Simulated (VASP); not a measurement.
MgW, 4 atoms in the cell. The typed cell holds 4 atoms: a = 4.835 Å, b = 4.464 Å, c = 3.137 Å, α = 90.00°, β = 90.00°, γ = 90.00°. 

| Quantity | Value |
| --- | --- |
| Program | VASP 6.6.1 |
| Task | single point |
| Functional | r2SCAN |
| Potentials or basis | VASP PAW PBE potentials, release 64 (Mg_sv, W_sv) |
| Cutoff | 750 eV |
| k mesh | 4 × 4 × 4 |
| Occupations | gaussian, width 0.1 eV |
| Spin | no spin polarisation |
| Dipole correction | no |
| Mended | yes |
| Further INCAR settings | ALGO = Normal; EDIFF = 1e-06; NBANDS = 32 |

Potentials or basis: VASP PAW PBE potentials, release 64 (Mg_sv, W_sv).

Run with:

```bash
$ cat potpaw_PBE.64/Mg_sv/POTCAR potpaw_PBE.64/W_sv/POTCAR > POTCAR
$ cp INCAR.step1 INCAR
$ mpirun -np 1 vasp_std > vasp.out
$ cp INCAR.step2 INCAR
$ mpirun -np 1 vasp_std > vasp.out
```

Hardware: 1 thread of Intel(R) Xeon(R) 6975P-C (Granite Rapids), with other jobs on the host.

Question: Estimate the wall time of this run.

Answer: Run time: 120 s on 1 thread of Intel(R) Xeon(R) 6975P-C (Granite Rapids), on a shared host, peak memory 0.28 GiB. Counts: k points 27.
